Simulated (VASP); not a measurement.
# AgI (P6_3mc) in VASP: settings compared, part 2 of 2

VASP 6.6.1. Earlier steps stand in the parts before.

**3. Single point, PBE+D3(BJ)**

This run uses another cell than the first one, of 31.13 Å³/atom.

File INCAR:

```
ALGO = Normal
EDIFF = 1E-6
ENCUT = 500
GGA = PE
GGA_COMPAT = False
ISIF = 2
ISMEAR = -1
IVDW = 12
LASPH = True
LCHARG = False
LREAL = False
LWAVE = False
NBANDS = 46
NELM = 120
PREC = Accurate
SIGMA = 0.02
```

File KPOINTS:

```
k-points
0
Gamma
  6 6 2
```

File POSCAR:

```
AgI
1.0
    4.4358498408      0.0000000000      0.0000000000
   -2.2179249204      3.8415586495      0.0000000000
    0.0000000000      0.0000000000     14.6143276340
Ag I
4 4
Direct
    0.0000000000      0.0000000000      0.3216044691
    0.6666666667      0.3333333333      0.4286468054
    0.3333333333      0.6666666667      0.9286468054
    0.0000000000      0.0000000000      0.8216044691
    0.0000000000      0.0000000000      0.0183407158
    0.6666666667      0.3333333333      0.2314080098
    0.3333333333      0.6666666667      0.7314080098
    0.0000000000      0.0000000000      0.5183407158
```

Potentials or basis: VASP PAW PBE potentials, release 64 (Ag, I).

Launch:

```bash
$ cat potpaw_PBE.64/Ag/POTCAR potpaw_PBE.64/I/POTCAR > POTCAR
$ mpirun -np 1 vasp_std > vasp.out
```

OUTCAR:

```text
EDIFF = 1E-6
   ENCUT = 500
   GGA = PE
   ISIF = 2
   ISMEAR = -1
   IVDW = 12
   LASPH = True
   LREAL = False
   NELM = 120
   PREC = Accurate
 IVDW          = 12

 ion  position               nearest neighbor table
   1  0.000  0.000  0.322-   8 2.88   6 2.88   6 2.88   6 2.88   2 3.00   2 3.00   2 3.00
   2  0.667  0.333  0.429-   8 2.88   8 2.88   8 2.88   6 2.88   1 3.00   1 3.00   1 3.00
   3  0.333  0.667  0.929-   5 2.88   5 2.88   5 2.88   7 2.88   4 3.00   4 3.00   4 3.00
   4  0.000  0.000  0.822-   5 2.88   7 2.88   7 2.88   7 2.88   3 3.00   3 3.00   3 3.00
   5  0.000  0.000  0.018-   4 2.88   3 2.88   3 2.88   3 2.88
   6  0.667  0.333  0.231-   1 2.88   1 2.88   1 2.88   2 2.88
   7  0.333  0.667  0.731-   4 2.88   4 2.88   4 2.88   3 2.88
   8  0.000  0.000  0.518-   1 2.88   2 2.88   2 2.88   2 2.88

  LATTYP: Found a hexagonal cell.
 ALAT       =     4.4358498408
 C/A-ratio  =     3.2945947583

  Lattice vectors:

 A1 = (   4.4358498408,   0.0000000000,   0.0000000000)
 A2 = (  -2.2179249204,   3.8415586495,   0.0000000000)
 A3 = (   0.0000000000,   0.0000000000,  14.6143276340)

Analysis of symmetry for initial positions (statically):
=====================================================================
 Subroutine PRICEL returns:
 Original cell was already a primitive cell.

 Routine SETGRP: Setting up the symmetry group for a
 hexagonal supercell.

 Subroutine GETGRP returns: Found 12 space group operations
 (whereof  6 operations were pure point group operations)
 out of a pool of 24 trial point group operations.

The static configuration has the point symmetry C_3v.
 The point group associated with its full space group is C_6v.

Analysis of symmetry for dynamics (positions and initial velocities):
=====================================================================
 Subroutine PRICEL returns:
 Original cell was already a primitive cell.

 Routine SETGRP: Setting up the symmetry group for a
 hexagonal supercell.

 Subroutine GETGRP returns: Found 12 space group operations
 (whereof  6 operations were pure point group operations)
 out of a pool of 24 trial point group operations.

The dynamic configuration has the point symmetry C_3v.
 The point group associated with its full space group is C_6v.

 Subroutine INISYM returns: Found 12 space group operations
 (whereof  6 operations are pure point group operations),
 and found     1 'primitive' translations

----------------------------------------------------------------------------------------

                                     Primitive cell

  volume of cell :     249.0366

  direct lattice vectors                    reciprocal lattice vectors
     4.435849841  0.000000000  0.000000000     0.225435945  0.130155503  0.000000000
    -2.217924920  3.841558650  0.000000000     0.000000000  0.260311007  0.000000000
     0.000000000  0.000000000 14.614327634     0.000000000  0.000000000  0.068426001

  length of vectors
     4.435849841  4.435849841 14.614327634     0.260311007  0.260311007  0.068426001

  position of ions in fractional coordinates (direct lattice)
[... 52 lines left out ...]
  0.166667  0.166667  0.000000      6.000000
  0.333333  0.166667  0.000000     12.000000
  0.333333  0.333333  0.000000      2.000000
  0.000000  0.000000  0.500000      1.000000
  0.166667  0.000000  0.500000      6.000000
  0.333333  0.000000  0.500000      6.000000
  0.500000  0.000000  0.500000      3.000000
  0.166667  0.166667  0.500000      6.000000
  0.333333  0.166667  0.500000     12.000000
  0.333333  0.333333  0.500000      2.000000
   k-points           NKPTS =     14   k-points in BZ     NKDIM =     14   number of bands    NBANDS=     46
   number of dos      NEDOS =    301   number of ions     NIONS =      8
   total plane-waves  NPLWV = 110592
   dimension x,y,z NGX =    32 NGY =   32 NGZ =  108
   dimension x,y,z NGXF=    64 NGYF=   64 NGZF=  216
   ions per type =               4   4
   NGX,Y,Z   is equivalent  to a cutoff of  11.99, 11.99, 12.29 a.u.
   NGXF,Y,Z  is equivalent  to a cutoff of  23.99, 23.99, 24.57 a.u.
 SYSTEM =  unknown system
   PREC   = accura    normal or accurate (medium, high low for compatibility)
   ISTART =      0    job   : 0-new  1-cont  2-samecut
   ICHARG =      2    charge: 1-file 2-atom 10-const
   ISPIN  =      1    spin polarized calculation?
   LNONCOLLINEAR =      F non collinear calculations
   LSORBIT =      F    spin-orbit coupling
   LASPH  =      T    aspherical Exc in radial PAW
   ENCUT  =  500.0 eV  36.75 Ry    6.06 a.u.   8.09  8.09 26.65*2*pi/ulx,y,z
   NELM   =    120;   NELMIN=  2; NELMDL= -5     # of ELM steps
   EDIFF  = 0.1E-05   stopping-criterion for ELM
   LREAL  =      F    real-space projection
   EDIFFG = 0.1E-04   stopping-criterion for IOM
   NSW    =      0    number of steps for IOM
   IBRION =     -1    ionic relax: 0-MD 1-quasi-New 2-CG
   NFREE  =      0    steps in history (QN), initial steepest desc. (CG)
   ISIF   =      2    stress and relaxation
   ISYM   =      2    0-nonsym 1-usesym 2-fastsym
   POTIM  = 0.5000    time-step for ionic-motion
   TEBEG  =    0.0;   TEEND  =   0.0 temperature during run
   PSTRESS=    0.0 pullay stress
   NELECT =      72.0000    total number of electrons
   NUPDOWN=      -1.0000    fix difference up-down
   EMIN   =  10.00;   EMAX   =-10.00  energy-range for DOS
   EFERMI =   0.00;   METHOD = LEGACY
   ISMEAR =    -1;   SIGMA  =   0.02  broadening in eV -4-tet -1-fermi 0-gaus
   EFERMI_NEDOS =   21; number of points for ismear=-14 and -15
   IALGO  =     38    algorithm
   IMIX   =      4    mixing-type and parameters
     AMIX     =   0.40;   BMIX     =  1.00
     AMIX_MAG =   1.60;   BMIX_MAG =  1.00
  volume/ion in A,a.u.               =      31.13       210.07
  Fermi-wavevector in a.u.,A,eV,Ry     =   1.082508  2.045644 15.943640  1.171824
  Thomas-Fermi vector in A             =   2.218552
   LORBIT       =      0    0 simple, 1 ext, 2 COOP (PROOUT), +10 PAW based schemes
   GGA     = PE    functional components
   LHFCALC =     F    Hartree Fock is set to
   AEXX    =    0.0000 exact exchange contribution
   IVDW    =    12    specifies the selected vdW correction
   LEPSILON=     F    determine dielectric tensor
   LRPA    =     F    only Hartree local field effects (RPA)
 non-spin polarized calculation
  energy-cutoff  :      500.00
  volume of cell :      249.04
 maximum number of plane-waves:      6338
   NGX = 17   NGY = 17   NGZ = 53

 number of electron      72.0000005 magnetization

 Free energy of the ion-electron system (eV)
  ---------------------------------------------------
  ext. energy  EPLUGINS =         0.00000000
  ---------------------------------------------------
  free energy    TOTEN  =       -18.85120960 eV

  energy without entropy =      -18.85120960  energy(sigma->0) =      -18.85120960

 E-fermi :   4.1636     XC(G=0):  -8.9708

 val. band max:        3.7465240820   @ k =   0.0000   0.0000   0.0000
 cond. band min:       5.1911789497   @ k =   0.0000   0.0000   0.0000
 fundamental gap:      1.4446548677
 Fermi energy:         4.1635829389

 k-point     1 :       0.0000    0.0000    0.0000
  band No.  band energies     occupation
      1      -8.8977      2.00000
      2      -8.7386      2.00000
      3      -8.6097      2.00000
      4      -8.4293      2.00000
      5      -0.9062      2.00000
      6      -0.7551      2.00000
[... 675 lines left out ...]
     45      10.7885      0.00000
     46      10.7885      0.00000

------------------------ aborting loop because EDIFF is reached ----------------------------------------

 Edisp (eV)   -2.90343

 E8    (eV) :    -1.2777

  FORCE on cell =-STRESS in cart. coord.  units (eV):
  Direction    XX          YY          ZZ          XY          YZ          ZX
  --------------------------------------------------------------------------------------
  -------------------------------------------------------------------------------------
  Total      -0.05358    -0.05358    -0.08067     0.00000     0.00000     0.00000
  in kB      -0.34472    -0.34472    -0.51896     0.00000     0.00000     0.00000
  external pressure =       -0.40 kB  Pullay stress =        0.00 kB

 VOLUME and BASIS-vectors are now :
 -----------------------------------------------------------------------------
  energy-cutoff  :      500.00
  volume of cell :      249.04
      direct lattice vectors                 reciprocal lattice vectors
     4.435849841  0.000000000  0.000000000     0.225435945  0.130155503  0.000000000
    -2.217924920  3.841558650  0.000000000     0.000000000  0.260311007  0.000000000
     0.000000000  0.000000000 14.614327634     0.000000000  0.000000000  0.068426001

 POSITION                                       TOTAL-FORCE (eV/Angst)
 -----------------------------------------------------------------------------------
      0.00000      0.00000      4.70003        -0.000000     -0.000000     -0.004231
      2.21792      1.28052      6.26438        -0.000000     -0.000000      0.004333
     -0.00000      2.56104     13.57155         0.000000      0.000000      0.004333
      0.00000      0.00000     12.00720        -0.000000     -0.000000     -0.004231
      0.00000      0.00000      0.26804        -0.000000     -0.000000     -0.010631
      2.21792      1.28052      3.38187         0.000000     -0.000000      0.010529
     -0.00000      2.56104     10.68904        -0.000000      0.000000      0.010529
      0.00000      0.00000      7.57520         0.000000      0.000000     -0.010631
 -----------------------------------------------------------------------------------
    total drift:                               -0.000000     -0.000000     -0.000339

  FREE ENERGIE OF THE ION-ELECTRON SYSTEM (eV)
  ---------------------------------------------------
  free  energy   TOTEN  =       -21.7546409005 eV

  energy  without entropy=      -21.7546409005  energy(sigma->0) =      -21.75464090
```

Wall time 85 s (1 thread of Intel Xeon 6975P-C (Granite Rapids), shared host); peak memory 0.39 GiB.

Results:

- Free energy: -21.7546 eV
- Pressure: 0.0 GPa
- Largest force: 0.011 eV/Å
- Band gap on the k mesh: 1.44 eV
- Dispersion energy per atom: -0.363 eV

Forces on the atoms (eV/Å):
```
Ag   0.000  0.000 -0.004
Ag   0.000  0.000  0.004
Ag   0.000  0.000  0.004
Ag   0.000  0.000 -0.004
I    0.000  0.000 -0.011
I    0.000  0.000  0.011
I    0.000  0.000  0.011
I    0.000  0.000 -0.011
```

Caveat: spin-orbit coupling is left out, which moves the levels of the heavy elements.
